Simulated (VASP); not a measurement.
**Sn3Se: single point with r2SCAN**

The system is Sn3Se.

```
CELL_PARAMETERS angstrom
0.00000 3.70808 3.70808
3.70808 0.00000 3.70808
3.70808 3.70808 0.00000
ATOMIC_POSITIONS crystal
Sn 0.50000 0.50000 0.50000
Sn 0.75000 0.75000 0.75000
Sn 0.25000 0.25000 0.25000
Se 0.00000 0.00000 0.00000
```

- Program: VASP 6.6.1
- Task: single point
- Functional: r2SCAN
- Potentials or basis: VASP PAW PBE potentials, release 64 (Sn_d, Se)
- Cutoff: 520 eV
- k mesh: 6 × 6 × 6
- Occupations: fermi-dirac, width 0.05 eV
- Spin: no spin polarisation
- Dipole correction: no
- Further INCAR settings: ALGO = Normal; EDIFF = 1e-06; NBANDS = 32

The pressure is -0.3 GPa and the band gap on the k mesh is zero (band 24 reaches 7.96 eV, above the bottom of band 25 at 6.02 eV).

Levels at points of the mesh, in eV from the Fermi level:
```
           k point  band 20  band 21  band 22  band 23  band 24  band 25  band 26  band 27  band 28  band 29
(0.00, 0.00, 0.00)    -3.05    -3.05    -2.63    -1.32    -1.32    -1.32    -0.66    -0.66    -0.66     4.55
(0.50, 0.00, 0.00)    -3.57    -3.57    -2.30    -2.30    -0.86     0.52     2.27     2.27     3.84     3.84
(0.50, 0.50, 0.00)    -5.11    -5.11    -0.31     0.43     0.43     1.36     2.91     2.91     3.62     4.37
```

Wall time 91 s on 1 thread of Intel(R) Xeon(R) 6975P-C (Granite Rapids), with other jobs on the host, peak memory 0.26 GiB.

Caveat: the PAW data sets were made with another functional, which shifts forces and pressure a little; spin-orbit coupling is left out, which moves the levels of the heavy elements.
